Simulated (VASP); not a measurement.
# Ge (P6_3/mmc) in VASP: a series of runs

Ge is run at these levels: PBEsol; tasks: single point, relaxation of cell and atoms.

Program: VASP 6.6.1. These are calculated values, not measurements. Logs are shortened: lines on timing, memory, paths and dates and some standing lists are left out, and cuts for length are marked.

## (1) The cell of the first run

It takes space group P6_3/mmc (No. 194, hexagonal). Conventional cell: a = 3.997 Å, b = 3.997 Å, c = 6.596 Å, α = 90.00°, β = 90.00°, γ = 120.00°. Within 3.2 Å of Ge (site symmetry 3m) lie 4 Ge at 2.45 to 2.47 Å.

This isn't the form of Ge at room conditions, which is diamond.

## (2) Single point, PBEsol

File INCAR:

```
ALGO = Normal
EDIFF = 1E-6
ENCUT = 520
GGA = PS
ISIF = 2
ISMEAR = 0
LASPH = T
LCHARG = F
LREAL = F
LWAVE = F
NBANDS = 66
NELM = 60
PREC = Accurate
SIGMA = 0.15
```

File KPOINTS:

```
k-points
0
Gamma
  13 13 4
```

File POSCAR:

```
Ge
1.0
   -3.9969678633      0.0000000000      0.0000000000
   -1.9984839316     -3.4614757078      0.0000000000
    0.0000000000      0.0000000000     13.1927302734
Ge
8
Direct
    0.6666666667      0.6666666667      0.0314559283
    0.6666666667      0.6666666667      0.5314559283
    0.3333333333      0.3333333333      0.2814559283
    0.3333333333      0.3333333333      0.7814559283
    0.6666666667      0.6666666667      0.2185440717
    0.6666666667      0.6666666667      0.7185440717
    0.3333333333      0.3333333333      0.4685440717
    0.3333333333      0.3333333333      0.9685440717
```

Potentials or basis: VASP PAW PBE potentials, release 64 (Ge_d).

Command:

```
cat potpaw_PBE.64/Ge_d/POTCAR > POTCAR
mpirun -np 1 vasp_std > vasp.out
```

OUTCAR:

```text
EDIFF = 1E-6
   ENCUT = 520
   GGA = PS
   ISIF = 2
   ISMEAR = 0
   LASPH = T
   LREAL = F
   NELM = 60
   PREC = Accurate

 ion  position               nearest neighbor table
   1  0.667  0.667  0.031-   8 2.45   8 2.45   8 2.45   5 2.47
   2  0.667  0.667  0.531-   7 2.45   7 2.45   7 2.45   6 2.47
   3  0.333  0.333  0.281-   5 2.45   5 2.45   5 2.45   7 2.47
   4  0.333  0.333  0.781-   6 2.45   6 2.45   6 2.45   8 2.47
   5  0.667  0.667  0.219-   3 2.45   3 2.45   3 2.45   1 2.47
   6  0.667  0.667  0.719-   4 2.45   4 2.45   4 2.45   2 2.47
   7  0.333  0.333  0.469-   2 2.45   2 2.45   2 2.45   3 2.47
   8  0.333  0.333  0.969-   1 2.45   1 2.45   1 2.45   4 2.47
[... 7 lines left out ...]
 A1 = (   1.9984839316,   3.4614757078,   0.0000000000)
 A2 = (  -3.9969678633,   0.0000000000,   0.0000000000)
 A3 = (   0.0000000000,   0.0000000000,  13.1927302734)

Analysis of symmetry for initial positions (statically):
=====================================================================
 Subroutine PRICEL returns following result:

  LATTYP: Found a hexagonal cell.
 ALAT       =     3.9969678633
 C/A-ratio  =     1.6503423000

  Lattice vectors:

 A1 = (   1.9984839316,   3.4614757078,   0.0000000000)
 A2 = (  -3.9969678633,   0.0000000000,   0.0000000000)
 A3 = (   0.0000000000,   0.0000000000,   6.5963651367)

   2 primitive cells build up your supercell.

 Routine SETGRP: Setting up the symmetry group for a
 hexagonal supercell.

 Subroutine GETGRP returns: Found 24 space group operations
 (whereof 12 operations were pure point group operations)
 out of a pool of 24 trial point group operations.

The static configuration has the point symmetry D_3d.
 The point group associated with its full space group is D_6h.

Analysis of symmetry for dynamics (positions and initial velocities):
=====================================================================
 Subroutine PRICEL returns following result:

  LATTYP: Found a hexagonal cell.
 ALAT       =     3.9969678633
 C/A-ratio  =     1.6503423000

  Lattice vectors:

 A1 = (   1.9984839316,   3.4614757078,   0.0000000000)
 A2 = (  -3.9969678633,   0.0000000000,   0.0000000000)
 A3 = (   0.0000000000,   0.0000000000,   6.5963651367)

   2 primitive cells build up your supercell.

[... 113 lines left out ...]
   LREAL  =      F    real-space projection
   EDIFFG = 0.1E-04   stopping-criterion for IOM
   NSW    =      0    number of steps for IOM
   IBRION =     -1    ionic relax: 0-MD 1-quasi-New 2-CG
   NFREE  =      0    steps in history (QN), initial steepest desc. (CG)
   ISIF   =      2    stress and relaxation
   ISYM   =      2    0-nonsym 1-usesym 2-fastsym
   POTIM  = 0.5000    time-step for ionic-motion
   TEBEG  =    0.0;   TEEND  =   0.0 temperature during run
   PSTRESS=    0.0 pullay stress
   NELECT =     112.0000    total number of electrons
   NUPDOWN=      -1.0000    fix difference up-down
   EMIN   =  10.00;   EMAX   =-10.00  energy-range for DOS
   EFERMI =   0.00;   METHOD = LEGACY
   ISMEAR =     0;   SIGMA  =   0.15  broadening in eV -4-tet -1-fermi 0-gaus
   EFERMI_NEDOS =   21; number of points for ismear=-14 and -15
   IALGO  =     38    algorithm
   IMIX   =      4    mixing-type and parameters
     AMIX     =   0.40;   BMIX     =  1.00
     AMIX_MAG =   1.60;   BMIX_MAG =  1.00
  volume/ion in A,a.u.               =      22.82       153.97
  Fermi-wavevector in a.u.,A,eV,Ry     =   1.391144  2.628880 26.331090  1.935281
  Thomas-Fermi vector in A             =   2.515011
   LORBIT       =      0    0 simple, 1 ext, 2 COOP (PROOUT), +10 PAW based schemes
   GGA     = PS    functional components
   LHFCALC =     F    Hartree Fock is set to
   AEXX    =    0.0000 exact exchange contribution
   IVDW    =     0    specifies the selected vdW correction
   LEPSILON=     F    determine dielectric tensor
   LRPA    =     F    only Hartree local field effects (RPA)
 non-spin polarized calculation
 Gauss-broadening in eV      SIGMA  =   0.15
  energy-cutoff  :      520.00
  volume of cell :      182.53
 maximum number of plane-waves:      4963
 NGX is ok and might be reduce to    30

 number of electron     112.0000036 magnetization

 Free energy of the ion-electron system (eV)
  ---------------------------------------------------
  ext. energy  EPLUGINS =         0.00000000
  ---------------------------------------------------
  free energy    TOTEN  =       -39.37090381 eV

  energy without entropy =      -39.36802755  energy(sigma->0) =      -39.36946568

 E-fermi :   4.8848     XC(G=0): -10.0866

 val. band max:        4.8541161139   @ k =   0.0000   0.0000   0.2500
 cond. band min:       4.9018121466   @ k =   0.0000   0.0000   0.5000
 fundamental gap:      0.0476960327
 Fermi energy:         4.8847847155

 k-point     1 :       0.0000    0.0000    0.0000
  band No.  band energies     occupation
      1     -20.0059      2.00000
      2     -20.0059      2.00000
      3     -19.9904      2.00000
      4     -19.9904      2.00000
      5     -19.9904      2.00000
      6     -19.9904      2.00000
[... 1645 lines left out ...]
     65       8.5898      0.00000
     66       8.7484      0.00000

 [... further k-points ...]

------------------------ aborting loop because EDIFF is reached ----------------------------------------

  FORCE on cell =-STRESS in cart. coord.  units (eV):
  Direction    XX          YY          ZZ          XY          YZ          ZX
  --------------------------------------------------------------------------------------
  -------------------------------------------------------------------------------------
  Total       -0.0756237     -0.0756237     -0.0799248      0.0000000      0.0000000      0.0000000
  in kB       -0.6638073     -0.6638073     -0.7015611      0.0000000      0.0000000      0.0000000
  external PRESSURE =      -0.6763919 kB  Pullay stress =       0.0000000 kB

 VOLUME and BASIS-vectors are now :
 -----------------------------------------------------------------------------
  energy-cutoff  :      520.00
  volume of cell :      182.53
      direct lattice vectors                 reciprocal lattice vectors
    -3.996967863  0.000000000  0.000000000    -0.250189652  0.144447063  0.000000000
    -1.998483932 -3.461475708  0.000000000     0.000000000 -0.288894126  0.000000000
     0.000000000  0.000000000 13.192730273     0.000000000  0.000000000  0.075799321

 POSITION                                       TOTAL-FORCE (eV/Angst)
 -----------------------------------------------------------------------------------
     -3.99697     -2.30765      0.41499         0.000000      0.000000     -0.003547
     -3.99697     -2.30765      7.01135         0.000000      0.000000     -0.003547
     -1.99848     -1.15383      3.71317        -0.000000      0.000000     -0.003547
     -1.99848     -1.15383     10.30954        -0.000000     -0.000000     -0.003547
     -3.99697     -2.30765      2.88319        -0.000000      0.000000      0.003547
     -3.99697     -2.30765      9.47956         0.000000     -0.000000      0.003547
     -1.99848     -1.15383      6.18138         0.000000     -0.000000      0.003547
     -1.99848     -1.15383     12.77774        -0.000000     -0.000000      0.003547
 -----------------------------------------------------------------------------------
    total drift:                                0.000000      0.000000     -0.000000

  FREE ENERGIE OF THE ION-ELECTRON SYSTEM (eV)
  ---------------------------------------------------
  free  energy   TOTEN  =       -39.3709038080 eV

  energy  without entropy=      -39.3680275545  energy(sigma->0) =      -39.36946568
```

stdout:

```text
POSCAR found type information on POSCAR Ge
 POSCAR found :  1 types and       8 ions
 scaLAPACK will be used
 -----------------------------------------------------------------------------
|                                                                             |
|                                                                             |
|     You enforced a specific xc type in the INCAR file but a different       |
|     I HOPE YOU KNOW WHAT YOU ARE DOING!                                     |
|                                                                             |
 -----------------------------------------------------------------------------

 LDA part: xc-table for (Slater+PW92), standard interpolation
 POSCAR, INCAR and KPOINTS ok, starting setup
 FFT: planning ... GRIDC
 FFT: planning ... GRID_SOFT
 FFT: planning ... GRID
 WAVECAR not read
 entering main loop
```

It took 19 min on 1 thread of Intel Xeon 8259CL, shared host; peak memory 0.61 GiB.

Results:

```
Free energy            : -39.3709 eV
Pressure               : -0.1 GPa
Largest force          : 0.004 eV/Å
Band gap on the k mesh : zero (filled and empty bands touch)
```

Forces on the atoms (eV/Å):
```
Ge   0.000  0.000 -0.004
Ge   0.000  0.000 -0.004
Ge   0.000  0.000 -0.004
Ge   0.000  0.000 -0.004
Ge   0.000  0.000  0.004
Ge   0.000  0.000  0.004
Ge   0.000  0.000  0.004
Ge   0.000  0.000  0.004
```

Caveat: semilocal functionals underestimate gaps, and a narrow one can read as zero; the PAW data sets were made with another functional, which shifts forces and pressure a little.

## (3) Relaxation of cell and atoms, PBEsol

This run uses another cell than the first one: it holds 4 atoms, not 8.

File INCAR:

```
SYSTEM = Ge
PREC = Accurate ; ENCUT = 600
EDIFF = 1E-6 ; ISMEAR = 0
SIGMA = 0.1 ; LREAL = .FALSE.
LASPH = .TRUE. ; NELM = 80
ALGO = Normal ; ISIF = 3
LWAVE = .FALSE. ; LCHARG = .FALSE.
GGA = PS ; IBRION = 2
NSW = 100 ; EDIFFG = -0.005
```

File KPOINTS:

```
Automatic mesh
0
G
  12 12 6
  0 0 0
```

File POSCAR:

```
Ge
1.0
    3.9986409606      0.0000000000      0.0000000000
   -1.9993204803      3.4629246525      0.0000000000
    0.0000000000      0.0000000000      6.5920608979
Ge
4
Direct
    0.6666666667      0.3333333333      0.0627779680
    0.3333333333      0.6666666667      0.5627779680
    0.6666666667      0.3333333333      0.4372220320
    0.3333333333      0.6666666667      0.9372220320
```

Potentials or basis: VASP PAW PBE potentials, release 64 (Ge_d).

Command:

```
cat potpaw_PBE.64/Ge_d/POTCAR > POTCAR
mpirun -np 1 vasp_std > vasp.out
```

It took 4.3 min on 1 thread of AMD EPYC 9R45 (Zen 5), shared host; peak memory 0.33 GiB.

It converged, with:

```
Free energy                           : -19.6849 eV
Relaxed volume                        : 22.79 Å³/atom
Relaxed cell                          : a = 3.996 Å, b = 3.996 Å, c = 6.590 Å, α = 90.00°, β = 90.00°, γ = 120.00°
Space group after relaxing (to 0.1 Å) : P6_3/mmc (No. 194)
Energy gained by relaxing             : 0.0 meV/atom
Ionic steps                           : 4
Pressure after relaxing               : 0.0 GPa
Largest force after relaxing          : 0.003 eV/Å
Band gap on the k mesh                : zero (bands 28 and 29 overlap by 0.04 eV)
```

Forces on the atoms (eV/Å):
```
Ge   0.000  0.000  0.003
Ge   0.000  0.000  0.003
Ge   0.000  0.000 -0.003
Ge   0.000  0.000 -0.003
```

Final structure:
```xyz
4
Lattice="3.9964 0.0000 0.0000 -1.9982 3.4610 0.0000 0.0000 0.0000 6.5903" Properties=species:S:1:pos:R:3 pbc="T T T"
Ge    1.9982    1.1537    0.4139
Ge    0.0000    2.3073    3.7090
Ge    1.9982    1.1537    2.8813
Ge    0.0000    2.3073    6.1764
```

Levels at points of the mesh, in eV from the Fermi level:
| k point | band 24 | band 25 | band 26 | band 27 | band 28 | band 29 | band 30 | band 31 | band 32 | band 33 |
| --- | --- | --- | --- | --- | --- | --- | --- | --- | --- | --- |
| (0.00, 0.00, 0.00) | -1.51 | -1.51 | -0.17 | -0.17 | -0.04 | 0.10 | 0.10 | 2.22 | 2.22 | 2.72 |
| (0.50, 0.00, 0.00) | -6.78 | -4.64 | -3.11 | -2.86 | -1.47 | 0.43 | 1.59 | 3.48 | 3.66 | 4.30 |
| (0.00, 0.00, 0.50) | -4.84 | -0.88 | -0.88 | -0.88 | -0.88 | 0.62 | 0.62 | 3.33 | 3.33 | 3.33 |
| (0.50, 0.00, 0.50) | -7.91 | -2.58 | -2.58 | -2.45 | -2.45 | 0.45 | 0.45 | 2.03 | 2.03 | 6.08 |

Caveat: semilocal functionals underestimate gaps, and a narrow one can read as zero; the PAW data sets were made with another functional, which shifts forces and pressure a little.

## (4) Relaxation of cell and atoms, PBEsol

This run uses another cell than the first one: it holds 4 atoms, not 8.

File INCAR:

```
  PREC = Accurate
  ENCUT = 600
  EDIFF = 1E-7
  ISMEAR = 0
  SIGMA = 0.01
  LREAL = False
  LASPH = True
  NELM = 80
  ALGO = Normal
  ISIF = 3
  LWAVE = False
  LCHARG = False
  GGA = PS
  IBRION = 2
  NSW = 100
  EDIFFG = -0.005
```

File KPOINTS:

```
Automatic mesh
0
Gamma
  12 12 6
```

File POSCAR:

```
Ge
1.0
    3.9975858431      0.0000000000      0.0000000000
   -1.9987929216      3.4620108940      0.0000000000
    0.0000000000      0.0000000000      6.5993779500
Ge
4
Direct
    0.6666666700      0.3333333300      0.0629012500
    0.3333333300      0.6666666700      0.5629012500
    0.6666666700      0.3333333300      0.4370987500
    0.3333333300      0.6666666700      0.9370987500
```

Command:

```
cat potpaw_PBE.64/Ge_d/POTCAR > POTCAR
mpirun -np 1 vasp_std > vasp.out
```

It took 6.4 min on 1 thread of AMD EPYC 9R45 (Zen 5), shared host; peak memory 0.33 GiB.

The run converged. Its results:

- Free energy: -19.6844 eV
- Relaxed volume: 22.78 Å³/atom
- Relaxed cell: a = 3.996 Å, b = 3.996 Å, c = 6.591 Å, α = 90.00°, β = 90.00°, γ = 120.00°
- Space group after relaxing (to 0.1 Å): P6_3/mmc (No. 194)
- Energy gained by relaxing: 0.0 meV/atom
- Ionic steps: 5
- Pressure after relaxing: 0.0 GPa
- Band gap on the k mesh: zero (bands 28 and 29 overlap by 0.03 eV)

Final structure:
```yaml
crystal:
  lattice:
    - [3.99565, 0.00000, 0.00000]
    - [-1.99782, 3.46033, 0.00000]
    - [0.00000, 0.00000, 6.59088]
  atoms:
    - { symbol: Ge, position: [0.66667, 0.33333, 0.06283] }
    - { symbol: Ge, position: [0.33333, 0.66667, 0.56283] }
    - { symbol: Ge, position: [0.66667, 0.33333, 0.43717] }
    - { symbol: Ge, position: [0.33333, 0.66667, 0.93717] }
```

Levels at points of the mesh, in eV from the Fermi level:
```
           k point  band 24  band 25  band 26  band 27  band 28  band 29  band 30  band 31  band 32  band 33
(0.00, 0.00, 0.00)    -1.45    -1.45    -0.12    -0.10     0.02     0.16     0.16     2.28     2.28     2.77
(0.50, 0.00, 0.00)    -6.73    -4.58    -3.05    -2.81    -1.41     0.49     1.65     3.53     3.72     4.35
(0.00, 0.00, 0.50)    -4.79    -0.83    -0.83    -0.83    -0.83     0.68     0.68     3.38     3.38     3.38
(0.50, 0.00, 0.50)    -7.86    -2.52    -2.52    -2.39    -2.39     0.51     0.51     2.09     2.09     6.13
```

Caveat: semilocal functionals underestimate gaps, and a narrow one can read as zero; the PAW data sets were made with another functional, which shifts forces and pressure a little.

## (5) Relaxation of cell and atoms, PBEsol

This run uses another cell than the first one: it holds 4 atoms, not 8.

File INCAR:

```
SYSTEM = Ge
PREC = Accurate ; ENCUT = 600
EDIFF = 1E-6 ; ISMEAR = 0
SIGMA = 0.1 ; LREAL = .FALSE.
LASPH = .TRUE. ; NELM = 80
ALGO = Normal ; ISIF = 3
LWAVE = .FALSE. ; LCHARG = .FALSE.
GGA = PS ; IBRION = 2
NSW = 100 ; EDIFFG = -0.005
```

File KPOINTS:

```
Automatic mesh
0
G
  12 12 6
  0 0 0
```

File POSCAR:

```
Ge
1.0
    3.9986409600      0.0000000000      0.0000000000
   -1.9993204800      3.4629246519      0.0000000000
    0.0000000000      0.0000000000      6.5920609005
Ge
4
Direct
    0.6666666667      0.3333333333      0.0627779680
    0.3333333333      0.6666666667      0.5627779680
    0.6666666667      0.3333333333      0.4372220320
    0.3333333333      0.6666666667      0.9372220320
```

Command:

```
cat potpaw_PBE.64/Ge_d/POTCAR > POTCAR
mpirun -np 1 vasp_std > vasp.out
```

Run time: 11 min. Hardware: 1 thread of Intel Xeon 8259CL, shared host; peak memory 0.37 GiB.

Results (log left out):

- Free energy: -19.6849 eV
- Relaxed volume: 22.79 Å³/atom
- Relaxed cell: a = 3.996 Å, b = 3.996 Å, c = 6.590 Å, α = 90.00°, β = 90.00°, γ = 120.00°
- Space group after relaxing (to 0.1 Å): P6_3/mmc (No. 194)
- Energy gained by relaxing: 0.0 meV/atom
- Ionic steps: 4
- Pressure after relaxing: 0.0 GPa
- Largest force after relaxing: 0.003 eV/Å
- Band gap on the k mesh: zero (bands 28 and 29 overlap by 0.04 eV)

Forces in eV/Å, atoms in the order of the input:
```
Ge   0.000  0.000  0.003
Ge   0.000  0.000  0.003
Ge   0.000  0.000 -0.003
Ge   0.000  0.000 -0.003
```

Final structure:
```yaml
crystal:
  lattice:
    - [3.99643, 0.00000, 0.00000]
    - [-1.99822, 3.46101, 0.00000]
    - [0.00000, 0.00000, 6.59029]
  atoms:
    - { symbol: Ge, position: [0.66667, 0.33333, 0.06280] }
    - { symbol: Ge, position: [0.33333, 0.66667, 0.56280] }
    - { symbol: Ge, position: [0.66667, 0.33333, 0.43720] }
    - { symbol: Ge, position: [0.33333, 0.66667, 0.93720] }
```

Levels at points of the mesh, in eV from the Fermi level:
| k point | band 26 | band 27 | band 28 | band 29 | band 30 | band 31 |
| --- | --- | --- | --- | --- | --- | --- |
| (0.00, 0.00, 0.00) | -0.17 | -0.17 | -0.04 | 0.10 | 0.10 | 2.22 |
| (0.50, 0.00, 0.00) | -3.11 | -2.86 | -1.47 | 0.43 | 1.59 | 3.48 |
| (0.00, 0.00, 0.50) | -0.88 | -0.88 | -0.88 | 0.62 | 0.62 | 3.33 |
| (0.50, 0.00, 0.50) | -2.58 | -2.45 | -2.45 | 0.45 | 0.45 | 2.03 |

Caveat: semilocal functionals underestimate gaps, and a narrow one can read as zero; the PAW data sets were made with another functional, which shifts forces and pressure a little.

## (6) Summary

| task | cell | k mesh | cutoff (eV) | smearing | gap on the mesh (eV) | pressure (GPa) | relaxed volume (Å³/atom) |
| --- | --- | --- | --- | --- | --- | --- | --- |
| single point | a = 3.997, b = 3.997, c = 13.193 Å, angles 90.0, 90.0, 60.0°, 8 atoms, atomic positions A | 13 × 13 × 4 | 520 | gaussian 0.15 eV | none | -0.1 | - |
| relaxation of cell and atoms | relaxed from a = 3.999, b = 3.999, c = 6.592 Å, angles 90.0, 90.0, 120.0°, 4 atoms, atomic positions B | 12 × 12 × 6 | 600 | gaussian 0.1 eV | none | 0.0 | 22.79 |
| relaxation of cell and atoms | relaxed from a = 3.998, b = 3.998, c = 6.599 Å, angles 90.0, 90.0, 120.0°, 4 atoms, atomic positions C | 12 × 12 × 6 | 600 | gaussian 0.01 eV | none | 0.0 | 22.78 |

Alike in all rows: level PBEsol; potentials or basis VASP PAW PBE potentials, release 64 (Ge_d); no spin polarisation.

Caveats: semilocal functionals underestimate gaps, and a narrow one can read as zero; the PAW data sets were made with another functional, which shifts forces and pressure a little.

Absolute energies hang on the potentials; compare differences alone.

The gap in the log of VASP goes by the Fermi energy; the results here count the filled bands.